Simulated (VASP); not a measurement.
# Pr2B (Pnnm) in VASP: further runs

Pr2B is run at these levels: PBE; tasks: single point, relaxation of cell and atoms.

Everything below comes from runs of VASP 6.6.1. Logs are shortened: lines on timing, memory, paths and dates and some standing lists are left out, and cuts for length are marked.

### Step 1. The cell of the first run

Symmetry: Pnnm, No. 58, orthorhombic system. The conventional cell has a = 6.541 Å, b = 6.556 Å, c = 3.908 Å, α = 90.00°, β = 90.00°, γ = 90.00°. Within 3.6 Å of Pr (site symmetry m) lie 3 B at 2.74 to 2.76 Å. B (site symmetry 2/m) has 6 Pr at 2.74 to 2.76 Å within 3.6 Å.

The cell was generated, and may not be a known phase.

### Step 2. Single point, PBE

Contents of INCAR:

```
  PREC = Accurate
  ENCUT = 500
  EDIFF = 1E-6
  ISMEAR = 0
  SIGMA = 0.1
  LREAL = F
  LASPH = T
  NELM = 200
  ALGO = Normal
  ISIF = 2
  LWAVE = F
  LCHARG = F
  GGA = PE
  NBANDS = 34
  GGA_COMPAT = F
  LMAXMIX = 6
```

Contents of KPOINTS:

```
regular mesh
0
Gamma
  4 4 4
```

Contents of POSCAR:

```
Pr2B
1.0
    6.5408504114      0.0000000000      0.0000000000
    0.0000000000      6.5561483674      0.0000000000
    0.0000000000      0.0000000000      3.9080133638
Pr B
4 2
Direct
    0.3325358826      0.2544654327      0.0000000000
    0.6674641174      0.7455345673      0.0000000000
    0.1674641174      0.7544654327      0.5000000000
    0.8325358826      0.2455345673      0.5000000000
    0.0000000000      0.0000000000      0.0000000000
    0.5000000000      0.5000000000      0.5000000000
```

Potentials or basis: VASP PAW PBE potentials, release 64 (Pr_3, B), 4f in core.

The run is started by

```sh
$ cat potpaw_PBE.64/Pr_3/POTCAR potpaw_PBE.64/B/POTCAR > POTCAR
$ mpirun -np 1 vasp_std > vasp.out
```

OUTCAR:

```text
PREC = Accurate
   ENCUT = 500
   EDIFF = 1E-6
   ISMEAR = 0
   LREAL = F
   LASPH = T
   NELM = 200
   ISIF = 2
   GGA = PE

 ion  position               nearest neighbor table
   1  0.333  0.254  0.000-   5 2.74   6 2.76   6 2.76   4 3.81   4 3.81   4 3.81   4 3.81   2 3.89

   2  0.667  0.746  0.000-   5 2.74   6 2.76   6 2.76   3 3.81   3 3.81   3 3.81   3 3.81   1 3.89

   3  0.167  0.754  0.500-   6 2.74   5 2.76   5 2.76   2 3.81   2 3.81   2 3.81   2 3.81   4 3.89

   4  0.833  0.246  0.500-   6 2.74   5 2.76   5 2.76   1 3.81   1 3.81   1 3.81   1 3.81   3 3.89

   5  0.000  0.000  0.000-   1 2.74   2 2.74   3 2.76   4 2.76   3 2.76   4 2.76
   6  0.500  0.500  0.500-   3 2.74   4 2.74   1 2.76   2 2.76   1 2.76   2 2.76

  LATTYP: Found a simple orthorhombic cell.
 ALAT       =     3.9080133638
 B/A-ratio  =     1.6737021608
 C/A-ratio  =     1.6776166704

  Lattice vectors:

 A1 = (   0.0000000000,   0.0000000000,   3.9080133638)
 A2 = (   6.5408504114,   0.0000000000,   0.0000000000)
 A3 = (   0.0000000000,   6.5561483674,   0.0000000000)

Analysis of symmetry for initial positions (statically):
=====================================================================
 Subroutine PRICEL returns:
 Original cell was already a primitive cell.

 Routine SETGRP: Setting up the symmetry group for a
 simple orthorhombic supercell.

 Subroutine GETGRP returns: Found  8 space group operations
 (whereof  4 operations were pure point group operations)
 out of a pool of  8 trial point group operations.

The static configuration has the point symmetry C_2h.
 The point group associated with its full space group is D_2h.

Analysis of symmetry for dynamics (positions and initial velocities):
=====================================================================
 Subroutine PRICEL returns:
 Original cell was already a primitive cell.

 Routine SETGRP: Setting up the symmetry group for a
 simple orthorhombic supercell.

 Subroutine GETGRP returns: Found  8 space group operations
 (whereof  4 operations were pure point group operations)
 out of a pool of  8 trial point group operations.

The dynamic configuration has the point symmetry C_2h.
 The point group associated with its full space group is D_2h.

 Subroutine INISYM returns: Found  8 space group operations
 (whereof  4 operations are pure point group operations),
 and found     1 'primitive' translations

----------------------------------------------------------------------------------------

                                     Primitive cell

  volume of cell :     167.5865

  direct lattice vectors                    reciprocal lattice vectors
     6.540850411  0.000000000  0.000000000     0.152885319  0.000000000  0.000000000
     0.000000000  6.556148367  0.000000000     0.000000000  0.152528580  0.000000000
     0.000000000  0.000000000  3.908013364     0.000000000  0.000000000  0.255884488

  length of vectors
     6.540850411  6.556148367  3.908013364     0.152885319  0.152528580  0.255884488

  position of ions in fractional coordinates (direct lattice)
     0.332535883  0.254465433  0.000000000
     0.667464117  0.745534567  0.000000000
     0.167464117  0.754465433  0.500000000
     0.832535883  0.245534567  0.500000000
     0.000000000  0.000000000  0.000000000
     0.500000000  0.500000000  0.500000000

  ion indices of the primitive-cell ions
   primitive index   ion index
                 1           1
                 2           2
                 3           3
                 4           4
                 5           5
                 6           6

----------------------------------------------------------------------------------------

 KPOINTS: regular mesh

Automatic generation of k-mesh.
 Grid dimensions read from file:
 generate k-points for:    4    4    4

 Generating k-lattice:

  Cartesian coordinates                     Fractional coordinates (reciprocal lattice)
     0.038221330  0.000000000  0.000000000     0.250000000  0.000000000  0.000000000
     0.000000000  0.038132145  0.000000000     0.000000000  0.250000000  0.000000000
     0.000000000  0.000000000  0.063971122     0.000000000  0.000000000  0.250000000

  Length of vectors
     0.038221330  0.038132145  0.063971122

  Shift w.r.t. Gamma in fractional coordinates (k-lattice)
     0.000000000  0.000000000  0.000000000

 Subroutine IBZKPT returns following result:
 ===========================================

 Found     27 irreducible k-points:

 Following reciprocal coordinates:
            Coordinates               Weight
  0.000000  0.000000  0.000000      1.000000
  0.250000  0.000000  0.000000      2.000000
  0.500000  0.000000  0.000000      1.000000
  0.000000  0.250000  0.000000      2.000000
  0.250000  0.250000  0.000000      4.000000
  0.500000  0.250000  0.000000      2.000000
[... 16 lines left out ...]
  0.250000  0.250000  0.500000      4.000000
  0.500000  0.250000  0.500000      2.000000
 [... further k-points ...]
   k-points           NKPTS =     27   k-points in BZ     NKDIM =     27   number of bands    NBANDS=     34
   number of dos      NEDOS =    301   number of ions     NIONS =      6
   total plane-waves  NPLWV =  69120
   dimension x,y,z NGX =    48 NGY =   48 NGZ =   30
   dimension x,y,z NGXF=    96 NGYF=   96 NGZF=   60
   ions per type =               4   2
   NGX,Y,Z   is equivalent  to a cutoff of  12.20, 12.17, 12.76 a.u.
   NGXF,Y,Z  is equivalent  to a cutoff of  24.40, 24.34, 25.52 a.u.
 SYSTEM =  unknown system
   PREC   = accura    normal or accurate (medium, high low for compatibility)
   ISTART =      0    job   : 0-new  1-cont  2-samecut
   ICHARG =      2    charge: 1-file 2-atom 10-const
   ISPIN  =      1    spin polarized calculation?
   LNONCOLLINEAR =      F non collinear calculations
   LSORBIT =      F    spin-orbit coupling
   LASPH  =      T    aspherical Exc in radial PAW
   ENCUT  =  500.0 eV  36.75 Ry    6.06 a.u.  11.93 11.95  7.13*2*pi/ulx,y,z
   NELM   =    200;   NELMIN=  2; NELMDL= -5     # of ELM steps
   EDIFF  = 0.1E-05   stopping-criterion for ELM
   LREAL  =      F    real-space projection
   EDIFFG = 0.1E-04   stopping-criterion for IOM
   NSW    =      0    number of steps for IOM
   IBRION =     -1    ionic relax: 0-MD 1-quasi-New 2-CG
   NFREE  =      0    steps in history (QN), initial steepest desc. (CG)
   ISIF   =      2    stress and relaxation
   ISYM   =      2    0-nonsym 1-usesym 2-fastsym
   POTIM  = 0.5000    time-step for ionic-motion
   TEBEG  =    0.0;   TEEND  =   0.0 temperature during run
   PSTRESS=    0.0 pullay stress
   NELECT =      50.0000    total number of electrons
   NUPDOWN=      -1.0000    fix difference up-down
   EMIN   =  10.00;   EMAX   =-10.00  energy-range for DOS
   EFERMI =   0.00;   METHOD = LEGACY
   ISMEAR =     0;   SIGMA  =   0.10  broadening in eV -4-tet -1-fermi 0-gaus
   EFERMI_NEDOS =   21; number of points for ismear=-14 and -15
   IALGO  =     38    algorithm
   IMIX   =      4    mixing-type and parameters
     AMIX     =   0.40;   BMIX     =  1.00
     AMIX_MAG =   1.60;   BMIX_MAG =  1.00
  volume/ion in A,a.u.               =      27.93       188.49
  Fermi-wavevector in a.u.,A,eV,Ry     =   1.093919  2.067207 16.281530  1.196659
  Thomas-Fermi vector in A             =   2.230214
   LORBIT       =      0    0 simple, 1 ext, 2 COOP (PROOUT), +10 PAW based schemes
   GGA     = PE    functional components
   LHFCALC =     F    Hartree Fock is set to
   AEXX    =    0.0000 exact exchange contribution
   IVDW    =     0    specifies the selected vdW correction
   LEPSILON=     F    determine dielectric tensor
   LRPA    =     F    only Hartree local field effects (RPA)
 non-spin polarized calculation
 Gauss-broadening in eV      SIGMA  =   0.10
  energy-cutoff  :      500.00
  volume of cell :      167.59
 maximum number of plane-waves:      4288
 NGX is ok and might be reduce to    48
   NGX = 23   NGY = 23   NGZ = 15

 number of electron      50.0000000 magnetization

 Free energy of the ion-electron system (eV)
  ---------------------------------------------------
  ext. energy  EPLUGINS =         0.00000000
  ---------------------------------------------------
  free energy    TOTEN  =       -31.09782127 eV

  energy without entropy =      -31.03998711  energy(sigma->0) =      -31.06890419

 E-fermi :   3.1220     XC(G=0):  -9.5616

 val. band max:        3.0961033584   @ k =   0.5000   0.5000   0.5000
 cond. band min:       3.1270617250   @ k =   0.0000   0.5000   0.2500
 fundamental gap:      0.0309583666
 Fermi energy:         3.1220181926

 k-point     1 :       0.0000    0.0000    0.0000
  band No.  band energies     occupation
      1     -32.8414      2.00000
      2     -32.7778      2.00000
      3     -32.7519      2.00000
      4     -32.7333      2.00000
      5     -15.2687      2.00000
      6     -15.1861      2.00000
[... 26 lines left out ...]
     33       5.9741      0.00000
     34       6.1794      0.00000

 k-point     2 :       0.2500    0.0000    0.0000
  band No.  band energies     occupation
      1     -32.8295      2.00000
      2     -32.7702      2.00000
      3     -32.7675      2.00000
      4     -32.7376      2.00000
      5     -15.2063      2.00000
      6     -15.1088      2.00000
[... 26 lines left out ...]
     33       5.3582      0.00000
     34       6.2203      0.00000

 k-point     3 :       0.5000    0.0000    0.0000
  band No.  band energies     occupation
      1     -32.7998      2.00000
      2     -32.7998      2.00000
      3     -32.7528      2.00000
      4     -32.7528      2.00000
      5     -15.0861      2.00000
      6     -15.0861      2.00000
[... 26 lines left out ...]
     33       5.7022      0.00000
     34       5.7022      0.00000
[... 704 lines left out ...]
 k-point    23 :       0.2500    0.2500    0.5000
  band No.  band energies     occupation
      1     -32.7596      2.00000
      2     -32.7596      2.00000
      3     -32.7436      2.00000
      4     -32.7436      2.00000
      5     -15.1703      2.00000
      6     -15.1640      2.00000
[... 26 lines left out ...]
     33       6.8593      0.00000
     34       7.0879      0.00000

 k-point    24 :       0.5000    0.2500    0.5000
  band No.  band energies     occupation
      1     -32.7595      2.00000
      2     -32.7595      2.00000
      3     -32.7437      2.00000
      4     -32.7437      2.00000
      5     -15.2253      2.00000
      6     -15.2253      2.00000
[... 26 lines left out ...]
     33       6.8613      0.00000
     34       6.8613      0.00000

 [... further k-points ...]
[... 5 lines left out ...]
  --------------------------------------------------------------------------------------
  -------------------------------------------------------------------------------------
  Total        0.1307454     -0.5409541     -0.4994657     -0.0000000      0.0000000      0.0000000
  in kB        1.2499655     -5.1716835     -4.7750426     -0.0000000      0.0000000      0.0000000
  external PRESSURE =      -2.8989202 kB  Pullay stress =       0.0000000 kB

 VOLUME and BASIS-vectors are now :
 -----------------------------------------------------------------------------
  energy-cutoff  :      500.00
  volume of cell :      167.59
      direct lattice vectors                 reciprocal lattice vectors
     6.540850411  0.000000000  0.000000000     0.152885319  0.000000000  0.000000000
     0.000000000  6.556148367  0.000000000     0.000000000  0.152528580  0.000000000
     0.000000000  0.000000000  3.908013364     0.000000000  0.000000000  0.255884488

 POSITION                                       TOTAL-FORCE (eV/Angst)
 -----------------------------------------------------------------------------------
      2.17507      1.66831      0.00000         0.010521      0.084284      0.000000
      4.36578      4.88784      0.00000        -0.010521     -0.084284      0.000000
      1.09536      4.94639      1.95401        -0.010521      0.084284      0.000000
      5.44549      1.60976      1.95401         0.010521     -0.084284      0.000000
      0.00000      0.00000      0.00000         0.000000      0.000000      0.000000
      3.27043      3.27807      1.95401         0.000000      0.000000      0.000000
 -----------------------------------------------------------------------------------
    total drift:                                0.000000      0.000000      0.000000

  FREE ENERGIE OF THE ION-ELECTRON SYSTEM (eV)
  ---------------------------------------------------
  free  energy   TOTEN  =       -31.0978212655 eV

  energy  without entropy=      -31.0399871059  energy(sigma->0) =      -31.06890419
```

Wall time 70 s (1 thread of Intel Xeon 6975P-C (Granite Rapids), shared host); peak memory 0.31 GiB.

Results:

- Free energy: -31.0978 eV
- Pressure: -0.3 GPa
- Largest force: 0.085 eV/Å
- Band gap on the k mesh: zero (bands 25 and 26 overlap by 0.40 eV)

Forces in eV/Å, atoms in the order of the input:
```
Pr   0.011  0.084  0.000
Pr  -0.011 -0.084  0.000
Pr  -0.011  0.084  0.000
Pr   0.011 -0.084  0.000
B    0.000  0.000  0.000
B    0.000  0.000  0.000
```

Levels at points of the mesh, in eV from the Fermi level:
```tsv
k point	band 23	band 24	band 25	band 26	band 27	band 28
(0.00, 0.00, 0.00)	-0.65	-0.32	0.03	1.07	1.16	1.29
(0.50, 0.00, 0.00)	-0.38	-0.38	-0.12	-0.12	0.53	0.53
(0.00, 0.50, 0.00)	-0.22	-0.22	-0.14	-0.14	0.56	0.56
(0.50, 0.50, 0.00)	-0.04	-0.04	0.02	0.02	0.26	0.26
(0.00, 0.00, 0.50)	-0.48	-0.48	-0.24	-0.24	0.35	0.35
(0.50, 0.00, 0.50)	-0.52	-0.52	0.16	0.16	0.38	0.38
(0.00, 0.50, 0.50)	-0.08	-0.08	0.07	0.07	0.56	0.56
(0.50, 0.50, 0.50)	-0.86	-0.86	-0.03	-0.03	0.46	0.46
```

Caveat: the k points lie up to 0.40 Å⁻¹ apart; spin-orbit coupling is left out, which moves the levels of the heavy elements; the 4f electrons are frozen in the core, so they carry no moment and show no levels. Spin polarisation is off, so any magnetic state and its effect on volume and gap are missing.

### Step 3. Relaxation of cell and atoms, PBE

This run uses another cell than the first one, of 20.07 Å³/atom.

Contents of INCAR:

```
SYSTEM = Pr2B
PREC = Accurate
ENCUT = 500
EDIFF = 1E-7
ISMEAR = 0
SIGMA = 0.2
LREAL = .False.
LASPH = .True.
NELM = 200
ALGO = Normal
ISIF = 3
LWAVE = .False.
LCHARG = .False.
GGA = PE
IBRION = 2
NSW = 36
EDIFFG = -0.08
GGA_COMPAT = .False.
NELMIN = 4
LMAXMIX = 6
```

Contents of KPOINTS:

```
regular mesh
0
Gamma
  3 3 4
  0 0 0
```

Contents of POSCAR:

```
Pr2B
1.0
    5.1086530900      0.0000000000      0.0000000000
    0.0000000000      6.2270304400      0.0000000000
    0.0000000000      0.0000000000      3.7857245900
Pr B
4 2
Direct
    0.2189000000      0.3592999900      0.0000000000
    0.7811000000      0.6407000100      0.0000000000
    0.7189000000      0.1407000100      0.5000000000
    0.2811000000      0.8592999900      0.5000000000
    0.0000000000      0.0000000000      0.0000000000
    0.5000000000      0.5000000000      0.5000000000
```

Potentials or basis: VASP PAW PBE potentials, release 64 (Pr_3, B), 4f in core.

The run is started by

```sh
$ cat potpaw_PBE.64/Pr_3/POTCAR potpaw_PBE.64/B/POTCAR > POTCAR
$ mpirun -np 1 vasp_std > vasp.out
```

Run time: 6.1 min. Hardware: 1 thread of Intel Xeon 6975P-C (Granite Rapids), shared host; peak memory 0.24 GiB.

The run converged. Its results:

```
Free energy                           : -31.1773 eV
Relaxed volume                        : 27.82 Å³/atom
Relaxed cell                          : a = 6.626 Å, b = 6.690 Å, c = 3.767 Å, α = 90.00°, β = 90.00°, γ = 90.00°
Space group after relaxing (to 0.1 Å) : Pnnm (No. 58)
Energy gained by relaxing             : 493.7 meV/atom
Ionic steps                           : 14
Pressure after relaxing               : 0.1 GPa
Largest force after relaxing          : 0.034 eV/Å
Band gap on the k mesh                : zero (bands 25 and 26 overlap by 0.36 eV)
```

Forces in eV/Å, atoms in the order of the input:
```
Pr  -0.023 -0.025  0.000
Pr   0.023  0.025  0.000
Pr  -0.023  0.025  0.000
Pr   0.023 -0.025  0.000
B    0.000  0.000  0.000
B    0.000  0.000  0.000
```

Stress tensor (GPa, compression positive):
```
-0.11  0.00  0.00
 0.00  0.16  0.00
 0.00  0.00  0.15
```

Step by step:
```tsv
step	energy change (eV)	largest force (eV/Å)	pressure (GPa)	volume (Å³)
1	0.0000	0.5928	22.72	120.43
2	-2.1984	0.7886	-4.12	177.10
3	-2.3929	0.6454	-0.06	160.63
4	-2.3937	0.6543	-0.35	161.62
5	-2.4975	0.5208	0.05	161.42
6	-2.7099	0.2710	1.37	160.55
7	-2.6547	0.8823	4.31	157.62
8	-2.7661	0.4867	2.81	159.28
9	-2.8265	0.4634	1.98	161.94
10	-2.8977	0.3715	-0.33	169.92
11	-2.9139	0.3269	-0.29	169.51
12	-2.9489	0.1879	-0.15	168.27
13	-2.9521	0.1177	0.32	165.72
14	-2.9623	0.0341	0.07	166.95
```

Final structure:
```yaml
crystal:
  lattice:
    - [6.62568, 0.00000, 0.00000]
    - [0.00000, 6.68956, 0.00000]
    - [0.00000, 0.00000, 3.76657]
  atoms:
    - { symbol: Pr, position: [0.25767, 0.32587, 0.00000] }
    - { symbol: Pr, position: [0.74233, 0.67413, 0.00000] }
    - { symbol: Pr, position: [0.75767, 0.17413, 0.50000] }
    - { symbol: Pr, position: [0.24233, 0.82587, 0.50000] }
    - { symbol: B, position: [0.00000, 0.00000, 0.00000] }
    - { symbol: B, position: [0.50000, 0.50000, 0.50000] }
```

Levels at points of the mesh, in eV from the Fermi level:
```csv
k point,band 21,band 22,band 23,band 24,band 25,band 26,band 27,band 28,band 29,band 30
"(0.00, 0.00, 0.00)",-1.93,-0.67,-0.62,-0.42,-0.10,0.97,1.16,1.34,1.36,1.88
"(0.00, 0.00, 0.50)",-0.81,-0.81,-0.62,-0.62,-0.25,-0.25,0.40,0.40,0.54,0.54
```

Caveat: the k points lie up to 0.42 Å⁻¹ apart in the final cell; the volume moved by over 15 % at a fixed basis, so the end points are rough; spin-orbit coupling is left out, which moves the levels of the heavy elements; the 4f electrons are frozen in the core, so they carry no moment and show no levels; the relaxation stopped at a loose force limit of 0.08 eV/Å, so its end isn't a converged minimum.

The gap in the log of VASP goes by the Fermi energy; the results here count the filled bands.